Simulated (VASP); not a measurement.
A run of VASP 6.6.1 is set up as follows.

File INCAR:

```
SYSTEM = Ta2Bi2O
  PREC = Accurate
  ENCUT = 600
  EDIFF = 1E-7
  ISMEAR = 0
  SIGMA = 0.1
  LREAL = .FALSE.
  LASPH = .TRUE.
  NELM = 80
  ALGO = Normal
  ISIF = 3
  LWAVE = .FALSE.
  LCHARG = .FALSE.
  GGA = PE
  IBRION = 2
  NSW = 90
  EDIFFG = -0.04
```

File KPOINTS:

```
Automatic mesh
0
G
  6 6 4
  0 0 0
```

File POSCAR:

```
Ta2Bi2O
1.0
    4.3847333679      0.0000000000      0.0000000000
   -2.1923666840      3.7972904854      0.0000000000
    0.0000000000      0.0000000000      6.4649516991
Ta Bi O
2 2 1
Direct
    0.3333333333      0.6666666667      0.2869574745
    0.3333333333      0.6666666667      0.7130425255
    0.6666666667      0.3333333333      0.0000000000
    0.0000000000      0.0000000000      0.5000000000
    0.6666666667      0.3333333333      0.5000000000
```

Potentials or basis: VASP PAW PBE potentials, release 64 (Ta_pv, Bi_d, O).

Launch:

```sh
$ cat potpaw_PBE.64/Ta_pv/POTCAR potpaw_PBE.64/Bi_d/POTCAR potpaw_PBE.64/O/POTCAR > POTCAR
$ mpirun -np 1 vasp_std > vasp.out
```

**Question.** Estimate the relaxed volume.

**Answer.** 21.32 Å³/atom.

**Question.** What does it give for the band gap on the k mesh?

**Answer.** Zero (bands 29 and 30 overlap by 0.09 eV).

**Question.** Estimate the relaxed cell.

**Answer.** a = 4.430 Å, b = 4.430 Å, c = 6.272 Å, α = 90.00°, β = 90.00°, γ = 120.00°.

The path:
```tsv
step	energy change (eV)	largest force (eV/Å)	pressure (GPa)	volume (Å³)
1	0.0000	0.2410	-0.17	107.64
2	-0.0136	0.1843	-0.11	107.28
3	-0.0262	0.0982	0.14	106.49
4	-0.0263	0.0915	0.18	106.41
5	-0.0258	0.0774	-0.55	106.91
6	-0.0268	0.0219	-0.12	106.61
```

Caveat: spin-orbit coupling is left out, which moves the levels of the heavy elements.
